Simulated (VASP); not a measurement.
Wanted: the native input for a VASP 6.6.1 run.

```
Task                   : relaxation of cell and atoms
Functional             : PBE
Potentials or basis    : VASP PAW PBE potentials, release 64 (Ti_sv, C)
Cutoff                 : 600 eV
k mesh                 : 6 × 6 × 6
Occupations            : gaussian, width 0.2 eV
Spin                   : no spin polarisation
Dipole correction      : no
Further INCAR settings : ALGO = Normal; EDIFF = 1e-07; IBRION = 2; EDIFFG = -0.025; NSW = 80; ISIF = 3
```

The structure of Ti4C3 lies in POSCAR:

```
Ti4C3
1.0
    4.3276949697     -0.0250440092      0.0051062583
   -0.0250440092      4.3240723597      0.0619907401
   -2.1461749400     -2.0869858460      4.2703224643
Ti C
4 3
Direct
    0.5106260646      0.0593362103      0.0374389446
    0.7313176419      0.7760092702      0.4798719079
    0.2204824840      0.2519893445      0.4177513634
    0.0347447434      0.4174211879      0.0071935736
    0.7725893866      0.2758033353      0.4886093892
    0.2430554427      0.7449019365      0.5277244736
   -0.0128157631     -0.0254612847      0.0414103478
```

One way to write it, as run:

INCAR

```
PREC = Accurate
ENCUT = 600
EDIFF = 1E-7
ISMEAR = 0
SIGMA = 0.2
LREAL = F
LASPH = T
NELM = 60
ALGO = Normal
ISIF = 3
LWAVE = F
LCHARG = F
GGA = PE
IBRION = 2
NSW = 80
EDIFFG = -0.025
```

KPOINTS

```
Automatic mesh
0
Gamma
  6 6 6
```

Potentials or basis: VASP PAW PBE potentials, release 64 (Ti_sv, C).

Run with:

```console
$ cat potpaw_PBE.64/Ti_sv/POTCAR potpaw_PBE.64/C/POTCAR > POTCAR
$ mpirun -np 1 vasp_std > vasp.out
```

It gave:

```
Relaxed volume                        : 11.56 Å³/atom
Relaxed cell                          : a = 4.312 Å, b = 4.312 Å, c = 5.313 Å, α = 113.96°, β = 113.94°, γ = 89.98°
Space group after relaxing (to 0.1 Å) : I4/mmm (No. 139)
Energy gained by relaxing             : 729.3 meV/atom
Ionic steps                           : 16
Pressure after relaxing               : -0.1 GPa
Largest force after relaxing          : 0.021 eV/Å
Band gap on the k mesh                : zero (bands 30 and 31 overlap by 0.93 eV)
```

It took 61 min on 1 thread of Intel(R) Xeon(R) 6975P-C (Granite Rapids) (shared host), peak memory 0.47 GiB.
